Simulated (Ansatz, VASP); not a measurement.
## Two plane-wave programs on CdTe

```
CELL_PARAMETERS angstrom
0.00000 3.30115 3.30115
3.30115 0.00000 3.30115
3.30115 3.30115 0.00000
ATOMIC_POSITIONS crystal
Cd 0.00000 0.00000 0.00000
Te 0.75000 0.75000 0.75000
```

Change from the starting cell: strain +0.030 along x and y, +0.030 along z, atoms carried along.

Alike in both runs: task single point; functional PBEsol; k mesh 8 × 8 × 8; occupations gaussian, width 0.05 eV; no spin polarisation.

|  | VASP | Ansatz |
| --- | --- | --- |
| version | VASP 6.6.1 | Ansatz 0.2.0 |
| potentials or method | VASP PAW PBE potentials, release 64 (Cd, Te), cutoff 520 eV | scalar-relativistic, plane waves, PAW |
| valence electrons in the cell | 18 | 36 |

Ansatz gave:

* gap on the k mesh at the Fermi level (eV): 0.50
* least direct gap on the mesh (eV): 0.50
* pressure (GPa): -1.9

Question: Which values does VASP return?

Answer: gap on the k mesh at the Fermi level (eV): 0.50; least direct gap on the mesh (eV): 0.50; pressure (GPa): -1.8.

VASP's potentials were made for PBE, not for PBEsol. The functional is the same, so the differences come from potentials, cutoffs and numerics. VASP's potentials hold 18 valence electrons a cell and Ansatz's 36, so a difference there can come from the potentials and not from the codes.

Neither program's run includes spin-orbit coupling.
